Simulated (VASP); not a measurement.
Here is a VASP 6.6.1 calculation.

File INCAR:

```
SYSTEM = NiSb
PREC = Accurate ; ENCUT = 600
EDIFF = 1E-7 ; ISMEAR = 0
SIGMA = 0.1 ; LREAL = .False.
LASPH = .True. ; NELM = 100
ALGO = Normal ; ISIF = 3
LWAVE = .False. ; LCHARG = .False.
GGA = PE ; IBRION = 2
NSW = 70 ; EDIFFG = -0.008
PSTRESS = 400.0
```

File KPOINTS:

```
Automatic mesh
0
Gamma
  12 12 10
  0 0 0
```

POSCAR

```
NiSb
1.0
    3.7082979038      0.0000000000      0.0000000000
   -1.8541489519      3.2114801895      0.0000000000
    0.0000000000      0.0000000000      4.8081116583
Ni Sb
2 2
Direct
    0.0000000000      0.0000000000      0.0000000000
    0.0000000000      0.0000000000      0.5000000000
    0.3333333333      0.6666666667      0.2500000000
    0.6666666667      0.3333333333      0.7500000000
```

Potentials or basis: VASP PAW PBE potentials, release 64 (Ni, Sb).

The run is started by

```console
$ cat potpaw_PBE.64/Ni/POTCAR potpaw_PBE.64/Sb/POTCAR > POTCAR
$ mpirun -np 1 vasp_std > vasp.out
```

(1) Estimate the space group after relaxing (to 0.05 Å).

(2) Predict the band gap on the k mesh.

(3) Estimate the relaxed cell.

(4) Estimate the relaxed volume.

## Answers

(1) P6_3/mmc (No. 194).

(2) zero (band 15 reaches 15.56 eV, above the bottom of band 16 at 11.30 eV).

(3) a = 3.707 Å, b = 3.707 Å, c = 4.792 Å, α = 90.00°, β = 90.00°, γ = 120.00°.

(4) 14.26 Å³/atom.

Caveat: the cell is relaxed towards a set pressure, so the enthalpy falls and the energy may rise; spin-orbit coupling is left out, which moves the levels of the heavy elements.
